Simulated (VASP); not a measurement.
Here is a VASP 6.6.1 calculation.

Contents of INCAR:

```
ALGO = Normal ; EDIFF = 1E-6
ENCUT = 520 ; GGA = PS
ISIF = 2 ; ISMEAR = 0
LASPH = True ; LCHARG = False
LREAL = False ; LWAVE = False
NBANDS = 15 ; NELM = 100
PREC = Accurate ; SIGMA = 0.02
```

The input KPOINTS:

```
k-points
0
Gamma
  8 8 8
```

POSCAR

```
BaTe
1.0
   -0.1364000000      3.4966481000      3.4966481000
    3.4966481000     -0.1364000000      3.4966481000
    3.4966481000      3.4966481000     -0.1364000000
Ba Te
1 1
Direct
    0.0211638662      0.0211638662      0.0211638662
    0.4788361338      0.4788361338      0.4788361338
```

Potentials or basis: VASP PAW PBE potentials, release 64 (Ba_sv, Te).

Run with:

```sh
$ cat potpaw_PBE.64/Ba_sv/POTCAR potpaw_PBE.64/Te/POTCAR > POTCAR
$ mpirun -np 1 vasp_std > vasp.out
```

Q: Predict the largest force.

A: 0.769 eV/Å.

Q: What does it give for the pressure?

A: -0.5 GPa.

Stress tensor (GPa, compression positive):
```
-0.49 -0.14 -0.14
-0.14 -0.49 -0.14
-0.14 -0.14 -0.49
```

Caveat: the cell differs from its parent crystal (strained and its atoms moved); the PAW data sets were made with another functional, which shifts forces and pressure a little.
